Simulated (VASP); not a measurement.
# TiO2 (P4_2/mnm) in VASP: notebook

The runs below take TiO2 through single point, with PBE.

All numbers are computed with VASP 6.6.1; they aren't measurements. Logs are shortened: lines on timing, memory, paths and dates and some standing lists are left out, and cuts for length are marked.

## (1) The cell of the first run

It takes space group P4_2/mnm (No. 136, tetragonal). The conventional cell has a = 4.500 Å, b = 4.500 Å, c = 2.651 Å, α = 90.00°, β = 90.00°, γ = 90.00°. Ti (site symmetry mmm) has 6 O at 1.82 to 1.94 Å within 2.4 Å. O (site symmetry m2m) has 3 Ti at 1.82 to 1.94 Å and 1 O at 2.48 Å within 2.5 Å.

## (2) Single point, PBE (8.95 Å³/atom)

The input, INCAR:

```
SYSTEM = TiO2
ALGO     = Normal         ! electronic algorithm
EDIFF    = 1E-6           ! SCF threshold, eV
ENCUT    = 520            ! plane-wave cutoff, eV
GGA      = PE             ! functional
ISIF     = 2              ! what is computed and relaxed
ISMEAR   = 0              ! smearing method
LASPH    = .TRUE.         ! aspherical terms in the spheres
LCHARG   = .FALSE.        ! write CHGCAR
LREAL    = .FALSE.        ! projectors in reciprocal space
LWAVE    = .FALSE.        ! write WAVECAR
NBANDS   = 33             ! bands
NELM     = 60             ! most SCF steps
PREC     = Accurate       ! precision mode
SIGMA    = 0.05           ! smearing width, eV
```

The input, KPOINTS:

```
k-points
0
G
  8 8 10
  0 0 0
```

The input, POSCAR:

```
TiO2
1.0
    4.5002619898      0.0000000000      0.0000000000
    0.0000000000      4.5002619898      0.0000000000
    0.0000000000      0.0000000000      2.6506543120
Ti O
2 4
Direct
    0.0000000000      0.0000000000      0.0000000000
    0.5000000000      0.5000000000      0.5000000000
    0.3050970583      0.3050970583      0.0000000000
    0.1949029417      0.8050970583      0.5000000000
    0.6949029417      0.6949029417      0.0000000000
    0.8050970583      0.1949029417      0.5000000000
```

Potentials or basis: VASP PAW PBE potentials, release 64 (Ti_sv, O).

On the command line:

```sh
$ cat potpaw_PBE.64/Ti_sv/POTCAR potpaw_PBE.64/O/POTCAR > POTCAR
$ mpirun -np 1 vasp_std > vasp.out
```

OUTCAR:

```text
SYSTEM = TiO2
   EDIFF = 1E-6
   ENCUT = 520
   GGA = PE
   ISIF = 2
   ISMEAR = 0
   LASPH = .TRUE.
   LREAL = .FALSE.
   NELM = 60
   PREC = Accurate

 ion  position               nearest neighbor table
   1  0.000  0.000  0.000-   4 1.82   6 1.82   4 1.82   6 1.82   5 1.94   3 1.94
   2  0.500  0.500  0.500-   3 1.82   5 1.82   3 1.82   5 1.82   4 1.94   6 1.94
   3  0.305  0.305  0.000-   2 1.82   2 1.82   1 1.94
   4  0.195  0.805  0.500-   1 1.82   1 1.82   2 1.94
   5  0.695  0.695  0.000-   2 1.82   2 1.82   1 1.94
   6  0.805  0.195  0.500-   1 1.82   1 1.82   2 1.94

  LATTYP: Found a simple tetragonal cell.
 ALAT       =     4.5002619898
 C/A-ratio  =     0.5890000000

  Lattice vectors:

 A1 = (   4.5002619898,   0.0000000000,   0.0000000000)
 A2 = (   0.0000000000,   4.5002619898,   0.0000000000)
 A3 = (   0.0000000000,   0.0000000000,   2.6506543120)

Analysis of symmetry for initial positions (statically):
=====================================================================
 Subroutine PRICEL returns:
 Original cell was already a primitive cell.

 Routine SETGRP: Setting up the symmetry group for a
 simple tetragonal supercell.

 Subroutine GETGRP returns: Found 16 space group operations
 (whereof  8 operations were pure point group operations)
 out of a pool of 16 trial point group operations.

The static configuration has the point symmetry D_2h.
 The point group associated with its full space group is D_4h.

Analysis of symmetry for dynamics (positions and initial velocities):
=====================================================================
 Subroutine PRICEL returns:
 Original cell was already a primitive cell.

 Routine SETGRP: Setting up the symmetry group for a
 simple tetragonal supercell.

 Subroutine GETGRP returns: Found 16 space group operations
 (whereof  8 operations were pure point group operations)
 out of a pool of 16 trial point group operations.

The dynamic configuration has the point symmetry D_2h.
 The point group associated with its full space group is D_4h.

 Subroutine INISYM returns: Found 16 space group operations
 (whereof  8 operations are pure point group operations),
 and found     1 'primitive' translations

----------------------------------------------------------------------------------------

                                     Primitive cell

  volume of cell :      53.6820

  direct lattice vectors                    reciprocal lattice vectors
     4.500261990  0.000000000  0.000000000     0.222209285  0.000000000  0.000000000
     0.000000000  4.500261990  0.000000000     0.000000000  0.222209285  0.000000000
     0.000000000  0.000000000  2.650654312     0.000000000  0.000000000  0.377265340

  length of vectors
     4.500261990  4.500261990  2.650654312     0.222209285  0.222209285  0.377265340

  position of ions in fractional coordinates (direct lattice)
     0.000000000  0.000000000  0.000000000
     0.500000000  0.500000000  0.500000000
     0.305097058  0.305097058  0.000000000
     0.194902942  0.805097058  0.500000000
     0.694902942  0.694902942  0.000000000
     0.805097058  0.194902942  0.500000000

  ion indices of the primitive-cell ions
   primitive index   ion index
                 1           1
                 2           2
                 3           3
                 4           4
                 5           5
                 6           6

----------------------------------------------------------------------------------------

 KPOINTS: k-points

Automatic generation of k-mesh.
 Grid dimensions read from file:
 generate k-points for:    8    8   10

 Generating k-lattice:

  Cartesian coordinates                     Fractional coordinates (reciprocal lattice)
     0.027776161  0.000000000  0.000000000     0.125000000  0.000000000  0.000000000
     0.000000000  0.027776161  0.000000000     0.000000000  0.125000000  0.000000000
     0.000000000  0.000000000  0.037726534     0.000000000  0.000000000  0.100000000

  Length of vectors
     0.027776161  0.027776161  0.037726534

  Shift w.r.t. Gamma in fractional coordinates (k-lattice)
     0.000000000  0.000000000  0.000000000

 Subroutine IBZKPT returns following result:
 ===========================================

 Found     90 irreducible k-points:

 Following reciprocal coordinates:
            Coordinates               Weight
  0.000000  0.000000  0.000000      1.000000
  0.125000  0.000000  0.000000      4.000000
  0.250000  0.000000  0.000000      4.000000
  0.375000  0.000000  0.000000      4.000000
  0.500000  0.000000  0.000000      2.000000
  0.125000  0.125000  0.000000      4.000000
[... 16 lines left out ...]
  0.375000  0.125000  0.100000     16.000000
  0.500000  0.125000  0.100000      8.000000
 [... further k-points ...]
   k-points           NKPTS =     90   k-points in BZ     NKDIM =     90   number of bands    NBANDS=     33
   number of dos      NEDOS =    301   number of ions     NIONS =      6
   total plane-waves  NPLWV =  25920
   dimension x,y,z NGX =    36 NGY =   36 NGZ =   20
   dimension x,y,z NGXF=    72 NGYF=   72 NGZF=   40
   ions per type =               2   4
   NGX,Y,Z   is equivalent  to a cutoff of  13.30, 13.30, 12.54 a.u.
   NGXF,Y,Z  is equivalent  to a cutoff of  26.60, 26.60, 25.09 a.u.
 SYSTEM =  TiO2
   PREC   = accura    normal or accurate (medium, high low for compatibility)
   ISTART =      0    job   : 0-new  1-cont  2-samecut
   ICHARG =      2    charge: 1-file 2-atom 10-const
   ISPIN  =      1    spin polarized calculation?
   LNONCOLLINEAR =      F non collinear calculations
   LSORBIT =      F    spin-orbit coupling
   LASPH  =      T    aspherical Exc in radial PAW
   ENCUT  =  520.0 eV  38.22 Ry    6.18 a.u.   8.37  8.37  4.93*2*pi/ulx,y,z
   NELM   =     60;   NELMIN=  2; NELMDL= -5     # of ELM steps
   EDIFF  = 0.1E-05   stopping-criterion for ELM
   LREAL  =      F    real-space projection
   EDIFFG = 0.1E-04   stopping-criterion for IOM
   NSW    =      0    number of steps for IOM
   IBRION =     -1    ionic relax: 0-MD 1-quasi-New 2-CG
   NFREE  =      0    steps in history (QN), initial steepest desc. (CG)
   ISIF   =      2    stress and relaxation
   ISYM   =      2    0-nonsym 1-usesym 2-fastsym
   POTIM  = 0.5000    time-step for ionic-motion
   TEBEG  =    0.0;   TEEND  =   0.0 temperature during run
   PSTRESS=    0.0 pullay stress
   NELECT =      48.0000    total number of electrons
   NUPDOWN=      -1.0000    fix difference up-down
   EMIN   =  10.00;   EMAX   =-10.00  energy-range for DOS
   EFERMI =   0.00;   METHOD = LEGACY
   ISMEAR =     0;   SIGMA  =   0.05  broadening in eV -4-tet -1-fermi 0-gaus
   EFERMI_NEDOS =   21; number of points for ismear=-14 and -15
   IALGO  =     38    algorithm
   IMIX   =      4    mixing-type and parameters
     AMIX     =   0.40;   BMIX     =  1.00
     AMIX_MAG =   1.60;   BMIX_MAG =  1.00
  volume/ion in A,a.u.               =       8.95        60.38
  Fermi-wavevector in a.u.,A,eV,Ry     =   1.577172  2.980423 33.844098  2.487471
  Thomas-Fermi vector in A             =   2.677894
   LORBIT       =      0    0 simple, 1 ext, 2 COOP (PROOUT), +10 PAW based schemes
   GGA     = PE    functional components
   LHFCALC =     F    Hartree Fock is set to
   AEXX    =    0.0000 exact exchange contribution
   IVDW    =     0    specifies the selected vdW correction
   LEPSILON=     F    determine dielectric tensor
   LRPA    =     F    only Hartree local field effects (RPA)
 non-spin polarized calculation
 Gauss-broadening in eV      SIGMA  =   0.05
  energy-cutoff  :      520.00
  volume of cell :       53.68
 maximum number of plane-waves:      1484
 NGX is ok and might be reduce to    36
   NGX = 17   NGY = 17   NGZ =  9

 number of electron      47.9999967 magnetization

 Free energy of the ion-electron system (eV)
  ---------------------------------------------------
  ext. energy  EPLUGINS =         0.00000000
  ---------------------------------------------------
  free energy    TOTEN  =       -51.42673229 eV

  energy without entropy =      -51.42673229  energy(sigma->0) =      -51.42673229

 E-fermi :   6.3538     XC(G=0): -12.1987

 val. band max:        6.1014663514   @ k =   0.1250   0.1250   0.0000
 cond. band min:       8.4635077519   @ k =   0.0000   0.0000   0.0000
 fundamental gap:      2.3620414006
 Fermi energy:         6.3538393255

 k-point     1 :       0.0000    0.0000    0.0000
  band No.  band energies     occupation
      1     -49.8552      2.00000
      2     -49.8229      2.00000
      3     -26.4026      2.00000
      4     -26.4026      2.00000
      5     -26.0373      2.00000
      6     -26.0373      2.00000
[... 25 lines left out ...]
     32      14.7604      0.00000
     33      14.8829      0.00000

 k-point     2 :       0.1250    0.0000    0.0000
  band No.  band energies     occupation
      1     -49.8540      2.00000
      2     -49.8242      2.00000
      3     -26.3952      2.00000
      4     -26.3944      2.00000
      5     -26.0470      2.00000
      6     -26.0462      2.00000
[... 25 lines left out ...]
     32      14.7091      0.00000
     33      14.8826      0.00000

 k-point     3 :       0.2500    0.0000    0.0000
  band No.  band energies     occupation
      1     -49.8504      2.00000
      2     -49.8276      2.00000
      3     -26.3752      2.00000
      4     -26.3729      2.00000
      5     -26.0723      2.00000
      6     -26.0698      2.00000
[... 25 lines left out ...]
     32      14.5792      0.00000
     33      14.6598      0.00000

 k-point     4 :       0.3750    0.0000    0.0000
  band No.  band energies     occupation
      1     -49.8452      2.00000
      2     -49.8328      2.00000
      3     -26.3506      2.00000
      4     -26.3481      2.00000
      5     -26.1008      2.00000
      6     -26.0980      2.00000
[... 673 lines left out ...]
     32      14.0869      0.00000
     33      14.5328      0.00000

 k-point    23 :       0.3750    0.1250    0.1000
  band No.  band energies     occupation
      1     -49.8307      2.00000
      2     -49.8198      2.00000
      3     -26.3497      2.00000
      4     -26.3076      2.00000
      5     -26.1097      2.00000
      6     -26.0619      2.00000
[... 25 lines left out ...]
     32      13.8866      0.00000
     33      14.3969      0.00000

 k-point    24 :       0.5000    0.1250    0.1000
  band No.  band energies     occupation
      1     -49.8252      2.00000
      2     -49.8252      2.00000
      3     -26.3238      2.00000
      4     -26.3238      2.00000
      5     -26.0927      2.00000
      6     -26.0927      2.00000
[... 25 lines left out ...]
     32      13.5126      0.00000
     33      14.3707      0.00000

 [... further k-points ...]

------------------------ aborting loop because EDIFF is reached ----------------------------------------

  FORCE on cell =-STRESS in cart. coord.  units (eV):
  Direction    XX          YY          ZZ          XY          YZ          ZX
  --------------------------------------------------------------------------------------
  -------------------------------------------------------------------------------------
  Total       16.1410002     16.1410002     33.6246927     -0.0000000      0.0000000      0.0000000
  in kB      481.7395884    481.7395884   1003.5527799     -0.0000000      0.0000000      0.0000000
  external PRESSURE =     655.6773189 kB  Pullay stress =       0.0000000 kB

 VOLUME and BASIS-vectors are now :
 -----------------------------------------------------------------------------
  energy-cutoff  :      520.00
  volume of cell :       53.68
      direct lattice vectors                 reciprocal lattice vectors
     4.500261990  0.000000000  0.000000000     0.222209285  0.000000000  0.000000000
     0.000000000  4.500261990  0.000000000     0.000000000  0.222209285  0.000000000
     0.000000000  0.000000000  2.650654312     0.000000000  0.000000000  0.377265340

 POSITION                                       TOTAL-FORCE (eV/Angst)
 -----------------------------------------------------------------------------------
      0.00000      0.00000      0.00000         0.000000     -0.000000      0.000000
      2.25013      2.25013      1.32533         0.000000     -0.000000      0.000000
      1.37302      1.37302      0.00000        -1.400505     -1.400505     -0.000000
      0.87711      3.62315      1.32533         1.400505     -1.400505      0.000000
      3.12725      3.12725      0.00000         1.400505      1.400505      0.000000
      3.62315      0.87711      1.32533        -1.400505      1.400505      0.000000
 -----------------------------------------------------------------------------------
    total drift:                               -0.000000      0.000000     -0.000000

  FREE ENERGIE OF THE ION-ELECTRON SYSTEM (eV)
  ---------------------------------------------------
  free  energy   TOTEN  =       -51.4267322947 eV

  energy  without entropy=      -51.4267322947  energy(sigma->0) =      -51.42673229
```

Wall time 72 s (1 thread of AMD EPYC 9R45 (Zen 5), shared host); peak memory 0.22 GiB.

What came out:

```yaml
Free_energy: -51.4267 eV
Pressure: 65.6 GPa
Largest_force: 1.981 eV/Å
Band_gap_on_the_k_mesh: 2.36 eV (least direct gap 2.43 eV)
```

Forces in eV/Å, atoms in the order of the input:
```
Ti   0.000  0.000  0.000
Ti   0.000  0.000  0.000
O   -1.401 -1.401  0.000
O    1.401 -1.401  0.000
O    1.401  1.401  0.000
O   -1.401  1.401  0.000
```

Stress tensor (GPa, compression positive):
```
 48.17   0.00   0.00
  0.00  48.17   0.00
  0.00   0.00 100.36
```

Caveat: the cell stands under pressure; forces of over 1 eV/Å act on the atoms, so gaps and moduli don't describe the material at rest. A hybrid or GW would open this gap; PBE tends to underestimate it.

## (3) Single point, PBE (8.95 Å³/atom)

The input, INCAR:

```
SYSTEM = TiO2
PREC = Accurate
ENCUT = 520
EDIFF = 1E-7
ISMEAR = 0
SIGMA = 0.05
LREAL = .False.
LASPH = .True.
NELM = 80
ALGO = Normal
ISIF = 2
LWAVE = .False.
LCHARG = .True.
GGA = PE
LELF = .True.
LVHAR = .True.
NBANDS = 33
```

The input, KPOINTS:

```
Automatic mesh
0
Gamma
  8 8 10
  0 0 0
```

POSCAR: that of step 2 with these lines changed.

```diff
@@ -2,5 +2,5 @@
 1.0
-    4.5002619898      0.0000000000      0.0000000000
-    0.0000000000      4.5002619898      0.0000000000
-    0.0000000000      0.0000000000      2.6506543120
+    4.2655035135      0.0000000000      0.0000000000
+    0.0000000000      4.2655035135      0.0000000000
+    0.0000000000      0.0000000000      2.9504487803
 Ti O
```

Potentials or basis: VASP PAW PBE potentials, release 64 (Ti_sv, O).

On the command line:

```sh
$ cat potpaw_PBE.64/Ti_sv/POTCAR potpaw_PBE.64/O/POTCAR > POTCAR
$ mpirun -np 1 vasp_std > vasp.out
```

Wall time 72 s (1 thread of AMD EPYC 9R45 (Zen 5), shared host); peak memory 0.22 GiB.

The run converged. Its results:

```yaml
Free_energy: -52.0565 eV
Pressure: 53.7 GPa
Largest_force: 0.362 eV/Å
Band_gap_on_the_k_mesh: 2.20 eV
```

Forces in eV/Å, atoms in the order of the input:
```
Ti   0.000  0.000  0.000
Ti   0.000  0.000  0.000
O   -0.256 -0.256  0.000
O    0.256 -0.256  0.000
O    0.256  0.256  0.000
O   -0.256  0.256  0.000
```

Stress tensor (GPa, compression positive):
```
58.12  0.00  0.00
 0.00 58.12  0.00
 0.00  0.00 44.79
```

Levels at points of the mesh, in eV from the valence-band top:
```csv
k point,band 22,band 23,band 24,band 25,band 26,band 27
"(0.00, 0.00, 0.00)",-0.32,-0.32,0.00,2.20,2.67,2.74
"(0.50, 0.00, 0.00)",-2.21,-0.90,-0.90,3.14,3.14,3.58
"(0.50, 0.50, 0.00)",-1.66,-0.85,-0.85,2.37,2.37,2.79
"(0.00, 0.00, 0.50)",-2.46,-1.43,-1.43,3.21,3.21,3.69
"(0.50, 0.00, 0.50)",-2.31,-1.23,-1.23,2.22,2.22,3.30
"(0.50, 0.50, 0.50)",-1.63,-0.60,-0.60,3.07,3.07,3.31
```

Caveat: the cell stands under pressure. A k mesh can miss the band edges.
